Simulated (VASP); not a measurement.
Wanted: the native input for a VASP 6.6.1 run.

- Task: relaxation of cell and atoms
- Functional: PBE
- Potentials or basis: VASP PAW PBE potentials, release 64 (Sn_d, Ge_d, O)
- Cutoff: 600 eV
- k mesh: 6 × 6 × 6
- Occupations: gaussian, width 0.1 eV
- Spin: no spin polarisation
- Dipole correction: no
- Further INCAR settings: ALGO = Normal; EDIFF = 1e-07; IBRION = 2; EDIFFG = -0.04; NSW = 90; ISIF = 3

The structure of Sn2GeO3 lies in POSCAR:

```
Sn2GeO3
1.0
    1.8343366124     -8.7384501055      0.0000000000
    1.8343366124      8.7384501055      0.0000000000
    0.0000000000      0.0000000000      2.9842446295
Sn Ge O
2 1 3
Direct
    0.6576156961      0.3423843039      0.5000000000
    0.3423843039      0.6576156961      0.5000000000
    0.0000000000      0.0000000000      0.0000000000
    0.0749717180      0.9250282820      0.5000000000
    0.9250282820      0.0749717180      0.5000000000
    0.5000000000      0.5000000000      0.0000000000
```

The cell was generated, and may not be a known phase.

One way to write it, as run:

INCAR

```
PREC     = Accurate       # precision mode
ENCUT    = 600            # plane-wave cutoff, eV
EDIFF    = 1E-7           # SCF threshold, eV
ISMEAR   = 0              # smearing method
SIGMA    = 0.1            # smearing width, eV
LREAL    = False          # projectors in reciprocal space
LASPH    = True           # aspherical terms in the spheres
NELM     = 80             # most SCF steps
ALGO     = Normal         # electronic algorithm
ISIF     = 3              # what is computed and relaxed
LWAVE    = False          # write WAVECAR
LCHARG   = False          # write CHGCAR
GGA      = PE             # functional
IBRION   = 2              # ionic algorithm
NSW      = 90             # ionic steps
EDIFFG   = -0.04          # ionic threshold
```

KPOINTS

```
regular mesh
0
Gamma
  6 6 6
```

Potentials or basis: VASP PAW PBE potentials, release 64 (Sn_d, Ge_d, O).

Command:

```sh
$ cat potpaw_PBE.64/Sn_d/POTCAR potpaw_PBE.64/Ge_d/POTCAR potpaw_PBE.64/O/POTCAR > POTCAR
$ mpirun -np 1 vasp_std > vasp.out
```

Results of the run:

```json
{
 "Relaxed volume": "15.35 Å³/atom",
 "Relaxed cell": "a = 8.551 Å, b = 8.551 Å, c = 3.046 Å, α = 90.00°, β = 90.00°, γ = 155.58°",
 "Space group after relaxing (to 0.1 Å)": "Cmmm (No. 65)",
 "Energy gained by relaxing": "21.0 meV/atom",
 "Ionic steps": "11",
 "Pressure after relaxing": "0.1 GPa",
 "Largest force after relaxing": "0.017 eV/Å",
 "Band gap on the k mesh": "zero (bands 30 and 31 overlap by 2.43 eV)"
}
```

Caveat: spin-orbit coupling is left out, which moves the levels of the heavy elements.

Run time: 29 min on 1 thread of Intel(R) Xeon(R) 6975P-C (Granite Rapids), on a shared host, peak memory 0.52 GiB.
